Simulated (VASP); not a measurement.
The system is In2GeO3.

```
In Ge O
1.0
     3.55046    0.00000    0.00000
     0.00000    3.55046    0.00000
     0.00000    0.00000    7.82200
In Ge O
2 1 3
Direct
  0.00000 0.50000 0.73150
  0.50000 0.00000 0.26850
  0.00000 0.00000 0.00000
  0.00000 0.50000 0.38350
  0.50000 0.00000 0.61650
  0.50000 0.50000 0.00000
```

The cell was generated, and may not be a known phase.

| Property | Result |
| --- | --- |
| Program | VASP 6.6.1 |
| Task | relaxation of cell and atoms |
| Functional | PBE |
| Potentials or basis | VASP PAW PBE potentials, release 64 (In_d, Ge_d, O) |
| Cutoff | 600 eV |
| k mesh | 6 × 6 × 2 |
| Occupations | gaussian, width 0.1 eV |
| Spin | no spin polarisation |

At the start: pressure -12.8 GPa; volume 16.43 Å³/atom.

Task: Where does the relaxation end?

Result: Over 12 steps the energy falls by 547.1 meV/atom and the volume is 13.89 Å³/atom (-15.5 %); space group P-4m2 (No. 115, to 0.1 Å) before and after.

Step by step:
| step | energy change (eV) | largest force (eV/Å) | pressure (GPa) | volume (Å³) |
| --- | --- | --- | --- | --- |
| 1 | 0.0000 | 3.7376 | -12.80 | 98.60 |
| 2 | -2.4706 | 2.7476 | -1.02 | 80.95 |
| 3 | -2.6725 | 1.9352 | 8.42 | 75.81 |
| 4 | -3.1577 | 0.7828 | 4.04 | 79.60 |
| 5 | -3.1761 | 0.8150 | 3.57 | 80.51 |
| 6 | -3.2325 | 0.3789 | -2.80 | 84.43 |
| 7 | -3.2385 | 0.4827 | -1.38 | 83.47 |
| 8 | -3.2706 | 0.2240 | -0.67 | 82.95 |
| 9 | -3.2795 | 0.1077 | 0.08 | 82.51 |
| 10 | -3.2815 | 0.0370 | 0.29 | 82.60 |
| 11 | -3.2821 | 0.0259 | 0.47 | 82.67 |
| 12 | -3.2823 | 0.0267 | -0.37 | 83.37 |

Final structure:
```
In Ge O
1.0
     3.21508    0.00000    0.00000
     0.00000    3.21508    0.00000
     0.00000    0.00000    8.06518
In Ge O
2 1 3
Direct
  0.00000 0.50000 0.67476
  0.50000 0.00000 0.32524
  0.00000 0.00000 0.00000
  0.00000 0.50000 0.39065
  0.50000 0.00000 0.60935
  0.50000 0.50000 0.00000
```

Caveat: the k points lie up to 0.39 Å⁻¹ apart in the final cell; the volume moved by over 15 % at a fixed basis, so the end points are rough.
